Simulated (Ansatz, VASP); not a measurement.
**PtPb: VASP beside Ansatz**

Contents of INCAR:

```
SYSTEM = PtPb
ALGO = Normal ; EDIFF = 1E-8
ENCUT = 520 ; ISIF = 2
ISMEAR = -1 ; LASPH = .TRUE.
LCHARG = .FALSE. ; LEFG = .TRUE.
LREAL = .FALSE. ; LWAVE = .FALSE.
NBANDS = 32 ; NELM = 100
PREC = Accurate ; SIGMA = 0.05
```

File KPOINTS:

```
k-points
0
G
  10 10 7
  0 0 0
```

Contents of POSCAR:

```
PtPb
1.0
    4.3059283585      0.0000000000      0.0000000000
   -2.1529641793      3.7290433454      0.0000000000
    0.0000000000      0.0000000000      5.5277977072
Pt Pb
2 2
Direct
    0.3333333333      0.6666666667      0.2500000000
    0.6666666667      0.3333333333      0.7500000000
    0.0000000000      0.0000000000      0.0000000000
    0.0000000000      0.0000000000      0.5000000000
```

Input for Ansatz:

```yaml
crystal:
  lattice:
    - [4.3059283585, 0.0, 0.0]
    - [-2.1529641793, 3.7290433454, 0.0]
    - [0.0, 0.0, 5.5277977072]
  atoms:
    - { symbol: Pt, position: [0.3333333333, 0.6666666667, 0.25] }
    - { symbol: Pt, position: [0.6666666667, 0.3333333333, 0.75] }
    - { symbol: Pb, position: [0.0, 0.0, 0.0] }
    - { symbol: Pb, position: [0.0, 0.0, 0.5] }
kpoints:
  mp_grid: { grid: [10, 10, 7] }
scf:
  occupations: { method: fermi_dirac, width: 0.05 }
hamiltonian:
  xc: lda
  pseudopotentials: { kind: all_electron, datasets: crystal }
output:
  forces: true
  stress: true
  eigenvalues: true
  efg: { contact_densities: true }
```

Change from the starting cell: volume scaled by 1.04, crystal datasets.

Alike in both runs: task electric field gradients; functional LDA; k mesh 10 × 10 × 7; occupations fermi-dirac, width 0.05 eV; no spin polarisation.

|  | VASP | Ansatz |
| --- | --- | --- |
| version | VASP 6.6.1 | Ansatz 0.2.0 |
| potentials or method | VASP PAW LDA potentials, release 64 (Pt, Pb_d), cutoff 520 eV | all-electron PAW with datasets made for the crystal, scalar-relativistic |

VASP gave:

- pressure (GPa): 2.1
- traceless stress, the component that is largest in VASP (GPa): 16.03
- size of Vzz on the site where it differs most (V/Å²): 11.4

Question: What did Ansatz give for the same quantities?

Answer: Pressure (GPa): 1.9; traceless stress, the component that is largest in VASP (GPa): 16.06; size of Vzz on the site where it differs most (V/Å²): 81.6.

LDA's correlation is that of Perdew and Zunger in VASP and of Perdew and Wang (1992) in Ansatz. One of these differences is far larger than is usual between the two programs; its cause wasn't traced. Ansatz ran all-electron here, and VASP with PAW potentials.

Neither program's run includes spin-orbit coupling.
